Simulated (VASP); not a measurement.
Here is a VASP 6.6.1 calculation.

Contents of INCAR:

```
ALGO = Normal
EDIFF = 1E-6
ENCUT = 500
GGA = PE
GGA_COMPAT = F
ISIF = 2
ISMEAR = -1
LASPH = T
LCHARG = F
LREAL = F
LWAVE = F
NBANDS = 21
NELM = 120
PREC = Accurate
SIGMA = 0.1
```

KPOINTS

```
k-points
0
Gamma
  13 13 13
```

The input POSCAR:

```
GeMo
1.0
    0.0000000000      2.2373047753      2.2373047753
    2.2373047753      0.0000000000      2.2373047753
    2.2373047753      2.2373047753      0.0000000000
Mo Ge
1 1
Direct
    0.0000000000      0.0000000000      0.0000000000
    0.2500000000      0.2500000000      0.2500000000
```

Potentials or basis: VASP PAW PBE potentials, release 64 (Mo_sv, Ge_d).

Command:

```sh
$ cat potpaw_PBE.64/Mo_sv/POTCAR potpaw_PBE.64/Ge_d/POTCAR > POTCAR
$ mpirun -np 1 vasp_std > vasp.out
```

(1) Predict the band gap on the k mesh.

(2) Estimate the pressure.

## Answers

(1) zero (bands 14 and 15 overlap by 1.30 eV).

(2) 310.8 GPa.

Caveat: the cell stands under pressure.
